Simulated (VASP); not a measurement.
# FeSi2 (P4/mmm) in VASP: notebook

FeSi2 is run at these levels: PBEsol; tasks: single point, relaxation of cell and atoms.

Everything below comes from runs of VASP 6.6.1. Logs are shortened: lines on timing, memory, paths and dates and some standing lists are left out, and cuts for length are marked.

**1. The cell of the first run**

Symmetry: P4/mmm, No. 123, tetragonal system. The conventional cell has a = 2.679 Å, b = 2.679 Å, c = 5.105 Å, α = 90.00°, β = 90.00°, γ = 90.00°. Within 3.1 Å of Fe (site symmetry 4/mmm) lie 8 Si at 2.35 Å and 4 Fe at 2.68 Å. Si (site symmetry 4mm) has 6 Si at 2.33 to 2.77 Å and 4 Fe at 2.35 Å within 3.1 Å.

**2. Single point, PBEsol**

Input file INCAR:

```
SYSTEM = FeSi2
  ALGO = Normal
  EDIFF = 1E-6
  ENCUT = 520
  GGA = PS
  ISIF = 2
  ISMEAR = -1
  LASPH = .TRUE.
  LCHARG = .FALSE.
  LREAL = .FALSE.
  LWAVE = .FALSE.
  NBANDS = 15
  NELM = 80
  PREC = Accurate
  SIGMA = 0.15
```

Input file KPOINTS:

```
k-points
0
G
  16 16 8
  0 0 0
```

Input file POSCAR:

```
FeSi2
1.0
    2.6793823690      0.0000000000      0.0000000000
    0.0000000000      2.6793823690      0.0000000000
    0.0000000000      0.0000000000      5.1047680241
Fe Si
1 2
Direct
    0.0000000000      0.0000000000      0.0000000000
    0.5000000000      0.5000000000      0.2716124498
    0.5000000000      0.5000000000      0.7283875502
```

Potentials or basis: VASP PAW PBE potentials, release 64 (Fe, Si).

Started as:

```bash
$ cat potpaw_PBE.64/Fe/POTCAR potpaw_PBE.64/Si/POTCAR > POTCAR
$ mpirun -np 1 vasp_std > vasp.out
```

OUTCAR:

```text
SYSTEM = FeSi2
   EDIFF = 1E-6
   ENCUT = 520
   GGA = PS
   ISIF = 2
   ISMEAR = -1
   LASPH = .TRUE.
   LREAL = .FALSE.
   NELM = 80
   PREC = Accurate

 ion  position               nearest neighbor table
   1  0.000  0.000  0.000-   2 2.35   3 2.35   2 2.35   3 2.35   2 2.35   3 2.35   2 2.35   3 2.35

   2  0.500  0.500  0.272-   3 2.33   1 2.35   1 2.35   1 2.35   1 2.35   3 2.77
   3  0.500  0.500  0.728-   2 2.33   1 2.35   1 2.35   1 2.35   1 2.35   2 2.77

  LATTYP: Found a simple tetragonal cell.
 ALAT       =     2.6793823690
 C/A-ratio  =     1.9052032600

  Lattice vectors:

 A1 = (   2.6793823690,   0.0000000000,   0.0000000000)
 A2 = (   0.0000000000,   2.6793823690,   0.0000000000)
 A3 = (   0.0000000000,   0.0000000000,   5.1047680241)

Analysis of symmetry for initial positions (statically):
=====================================================================
 Subroutine PRICEL returns:
 Original cell was already a primitive cell.

 Routine SETGRP: Setting up the symmetry group for a
 simple tetragonal supercell.

 Subroutine GETGRP returns: Found 16 space group operations
 (whereof 16 operations were pure point group operations)
 out of a pool of 16 trial point group operations.

The static configuration has the point symmetry D_4h.

Analysis of symmetry for dynamics (positions and initial velocities):
=====================================================================
 Subroutine PRICEL returns:
 Original cell was already a primitive cell.

 Routine SETGRP: Setting up the symmetry group for a
 simple tetragonal supercell.

 Subroutine GETGRP returns: Found 16 space group operations
 (whereof 16 operations were pure point group operations)
 out of a pool of 16 trial point group operations.

The dynamic configuration has the point symmetry D_4h.

 Subroutine INISYM returns: Found 16 space group operations
 (whereof 16 operations are pure point group operations),
 and found     1 'primitive' translations

----------------------------------------------------------------------------------------

                                     Primitive cell

  volume of cell :      36.6476

  direct lattice vectors                    reciprocal lattice vectors
     2.679382369  0.000000000  0.000000000     0.373220340  0.000000000  0.000000000
     0.000000000  2.679382369  0.000000000     0.000000000  0.373220340  0.000000000
     0.000000000  0.000000000  5.104768024     0.000000000  0.000000000  0.195895288

  length of vectors
     2.679382369  2.679382369  5.104768024     0.373220340  0.373220340  0.195895288

  position of ions in fractional coordinates (direct lattice)
     0.000000000  0.000000000  0.000000000
     0.500000000  0.500000000  0.271612450
     0.500000000  0.500000000  0.728387550

  ion indices of the primitive-cell ions
   primitive index   ion index
                 1           1
                 2           2
                 3           3

----------------------------------------------------------------------------------------

 KPOINTS: k-points

Automatic generation of k-mesh.
 Grid dimensions read from file:
 generate k-points for:   16   16    8

 Generating k-lattice:

  Cartesian coordinates                     Fractional coordinates (reciprocal lattice)
     0.023326271  0.000000000  0.000000000     0.062500000  0.000000000  0.000000000
     0.000000000  0.023326271  0.000000000     0.000000000  0.062500000  0.000000000
     0.000000000  0.000000000  0.024486911     0.000000000  0.000000000  0.125000000

  Length of vectors
     0.023326271  0.023326271  0.024486911

  Shift w.r.t. Gamma in fractional coordinates (k-lattice)
     0.000000000  0.000000000  0.000000000

 Subroutine IBZKPT returns following result:
 ===========================================

 Found    225 irreducible k-points:

 Following reciprocal coordinates:
            Coordinates               Weight
  0.000000  0.000000  0.000000      1.000000
  0.062500  0.000000  0.000000      4.000000
  0.125000  0.000000  0.000000      4.000000
  0.187500  0.000000  0.000000      4.000000
  0.250000  0.000000  0.000000      4.000000
  0.312500  0.000000  0.000000      4.000000
[... 16 lines left out ...]
  0.437500  0.125000  0.000000      8.000000
  0.500000  0.125000  0.000000      4.000000
 [... further k-points ...]
   k-points           NKPTS =    225   k-points in BZ     NKDIM =    225   number of bands    NBANDS=     15
   number of dos      NEDOS =    301   number of ions     NIONS =      3
   total plane-waves  NPLWV =  16000
   dimension x,y,z NGX =    20 NGY =   20 NGZ =   40
   dimension x,y,z NGXF=    40 NGYF=   40 NGZF=   80
   ions per type =               1   2
   NGX,Y,Z   is equivalent  to a cutoff of  12.41, 12.41, 13.03 a.u.
   NGXF,Y,Z  is equivalent  to a cutoff of  24.82, 24.82, 26.05 a.u.
 SYSTEM =  FeSi2
   PREC   = accura    normal or accurate (medium, high low for compatibility)
   ISTART =      0    job   : 0-new  1-cont  2-samecut
   ICHARG =      2    charge: 1-file 2-atom 10-const
   ISPIN  =      1    spin polarized calculation?
   LNONCOLLINEAR =      F non collinear calculations
   LSORBIT =      F    spin-orbit coupling
   LASPH  =      T    aspherical Exc in radial PAW
   ENCUT  =  520.0 eV  38.22 Ry    6.18 a.u.   4.98  4.98  9.49*2*pi/ulx,y,z
   NELM   =     80;   NELMIN=  2; NELMDL= -5     # of ELM steps
   EDIFF  = 0.1E-05   stopping-criterion for ELM
   LREAL  =      F    real-space projection
   EDIFFG = 0.1E-04   stopping-criterion for IOM
   NSW    =      0    number of steps for IOM
   IBRION =     -1    ionic relax: 0-MD 1-quasi-New 2-CG
   NFREE  =      0    steps in history (QN), initial steepest desc. (CG)
   ISIF   =      2    stress and relaxation
   ISYM   =      2    0-nonsym 1-usesym 2-fastsym
   POTIM  = 0.5000    time-step for ionic-motion
   TEBEG  =    0.0;   TEEND  =   0.0 temperature during run
   PSTRESS=    0.0 pullay stress
   NELECT =      16.0000    total number of electrons
   NUPDOWN=      -1.0000    fix difference up-down
   EMIN   =  10.00;   EMAX   =-10.00  energy-range for DOS
   EFERMI =   0.00;   METHOD = LEGACY
   ISMEAR =    -1;   SIGMA  =   0.15  broadening in eV -4-tet -1-fermi 0-gaus
   EFERMI_NEDOS =   21; number of points for ismear=-14 and -15
   IALGO  =     38    algorithm
   IMIX   =      4    mixing-type and parameters
     AMIX     =   0.40;   BMIX     =  1.00
     AMIX_MAG =   1.60;   BMIX_MAG =  1.00
  volume/ion in A,a.u.               =      12.22        82.44
  Fermi-wavevector in a.u.,A,eV,Ry     =   1.241937  2.346921 20.985740  1.542408
  Thomas-Fermi vector in A             =   2.376314
   LORBIT       =      0    0 simple, 1 ext, 2 COOP (PROOUT), +10 PAW based schemes
   GGA     = PS    functional components
   LHFCALC =     F    Hartree Fock is set to
   AEXX    =    0.0000 exact exchange contribution
   IVDW    =     0    specifies the selected vdW correction
   LEPSILON=     F    determine dielectric tensor
   LRPA    =     F    only Hartree local field effects (RPA)
 non-spin polarized calculation
  energy-cutoff  :      520.00
  volume of cell :       36.65
 maximum number of plane-waves:      1008
 NGX is ok and might be reduce to    20
   NGX =  9   NGY =  9   NGZ = 19

 number of electron      16.0000001 magnetization

 Free energy of the ion-electron system (eV)
  ---------------------------------------------------
  ext. energy  EPLUGINS =         0.00000000
  ---------------------------------------------------
  free energy    TOTEN  =       -21.99175034 eV

  energy without entropy =      -21.90944442  energy(sigma->0) =      -21.95059738

 E-fermi :   9.9619     XC(G=0): -12.1157

 val. band max:        9.9606431346   @ k =   0.3125   0.2500   0.0000
 cond. band min:       9.9832512931   @ k =   0.5000   0.3750   0.1250
 fundamental gap:      0.0226081584
 Fermi energy:         9.9618770943

 k-point     1 :       0.0000    0.0000    0.0000
  band No.  band energies     occupation
      1      -3.9930      2.00000
      2       0.8354      2.00000
      3       1.9946      2.00000
      4       6.4106      2.00000
      5       8.3645      1.99995
      6       8.5132      1.99987
      7       8.5132      1.99987
      8       9.3948      1.95540
      9      14.6094      0.00000
     10      14.6094      0.00000
     11      16.6218      0.00000
     12      17.1655      0.00000
     13      18.0510      0.00000
     14      18.2189      0.00000
     15      19.7065      0.00000

 k-point     2 :       0.0625    0.0000    0.0000
  band No.  band energies     occupation
      1      -3.9131      2.00000
      2       0.8912      2.00000
      3       2.0714      2.00000
      4       6.4101      2.00000
      5       8.3609      1.99995
      6       8.4422      1.99992
      7       8.5283      1.99986
      8       9.3214      1.97242
      9      13.7230      0.00000
     10      14.7220      0.00000
     11      16.7146      0.00000
     12      17.4858      0.00000
     13      17.5774      0.00000
     14      18.4944      0.00000
     15      19.7306      0.00000

 k-point     3 :       0.1250    0.0000    0.0000
  band No.  band energies     occupation
      1      -3.6743      2.00000
      2       1.0566      2.00000
      3       2.2999      2.00000
      4       6.3806      2.00000
      5       8.2400      1.99998
      6       8.3294      1.99996
      7       8.5716      1.99981
      8       9.1245      1.99250
      9      12.2801      0.00000
     10      15.0407      0.00000
     11      16.2388      0.00000
     12      17.0127      0.00000
     13      17.6791      0.00000
     14      18.7770      0.00000
     15      19.8019      0.00000
[... 343 lines left out ...]
 k-point    23 :       0.4375    0.1250    0.0000
  band No.  band energies     occupation
      1      -0.1846      2.00000
      2       2.8648      2.00000
      3       3.1178      2.00000
      4       5.1967      2.00000
      5       6.2035      2.00000
      6       7.2827      2.00000
      7       8.0419      1.99999
      8       9.2127      1.98654
      9      10.1111      0.53991
     10      11.7199      0.00002
     11      12.6592      0.00000
     12      15.1474      0.00000
     13      18.2468      0.00000
     14      19.1502      0.00000
     15      20.8278      0.00000

 k-point    24 :       0.5000    0.1250    0.0000
  band No.  band energies     occupation
      1       0.2756      2.00000
      2       2.3144      2.00000
      3       3.2673      2.00000
      4       5.4623      2.00000
      5       6.0656      2.00000
      6       7.0999      2.00000
      7       8.0673      1.99999
      8       9.2495      1.98283
      9      10.1271      0.49901
     10      11.5401      0.00005
     11      12.4017      0.00000
     12      15.3476      0.00000
     13      18.3375      0.00000
     14      18.9257      0.00000
     15      20.9302      0.00000

 [... further k-points ...]
[... 5 lines left out ...]
  --------------------------------------------------------------------------------------
  -------------------------------------------------------------------------------------
  Total        0.1061364      0.1061364      0.1184698      0.0000000      0.0000000     -0.0000000
  in kB        4.6401230      4.6401230      5.1793225      0.0000000      0.0000000     -0.0000000
  external PRESSURE =       4.8198562 kB  Pullay stress =       0.0000000 kB

 VOLUME and BASIS-vectors are now :
 -----------------------------------------------------------------------------
  energy-cutoff  :      520.00
  volume of cell :       36.65
      direct lattice vectors                 reciprocal lattice vectors
     2.679382369  0.000000000  0.000000000     0.373220340  0.000000000  0.000000000
     0.000000000  2.679382369  0.000000000     0.000000000  0.373220340  0.000000000
     0.000000000  0.000000000  5.104768024     0.000000000  0.000000000  0.195895288

 POSITION                                       TOTAL-FORCE (eV/Angst)
 -----------------------------------------------------------------------------------
      0.00000      0.00000      0.00000         0.000000     -0.000000     -0.000000
      1.33969      1.33969      1.38652         0.000000      0.000000      0.019952
      1.33969      1.33969      3.71825        -0.000000     -0.000000     -0.019952
 -----------------------------------------------------------------------------------
    total drift:                               -0.000000      0.000000      0.000000

  FREE ENERGIE OF THE ION-ELECTRON SYSTEM (eV)
  ---------------------------------------------------
  free  energy   TOTEN  =       -21.9917503422 eV

  energy  without entropy=      -21.9094444242  energy(sigma->0) =      -21.95059738
```

Wall time 53 s (1 thread of Intel Xeon Platinum 8488C (Sapphire Rapids), shared host); peak memory 0.24 GiB.

Results:

```yaml
Free_energy: -21.9918 eV
Pressure: 0.5 GPa
Largest_force: 0.020 eV/Å
Band_gap_on_the_k_mesh: zero (bands 8 and 9 overlap by 0.37 eV)
```

Forces in eV/Å, atoms in the order of the input:
```
Fe   0.000  0.000  0.000
Si   0.000  0.000  0.020
Si   0.000  0.000 -0.020
```

Caveat: the PAW data sets were made with another functional, which shifts forces and pressure a little; the run has no spin polarisation, though such a crystal can be magnetic.

(Part 1 of 2 ends here.)

The gap in the log of VASP goes by the Fermi energy; the results here count the filled bands.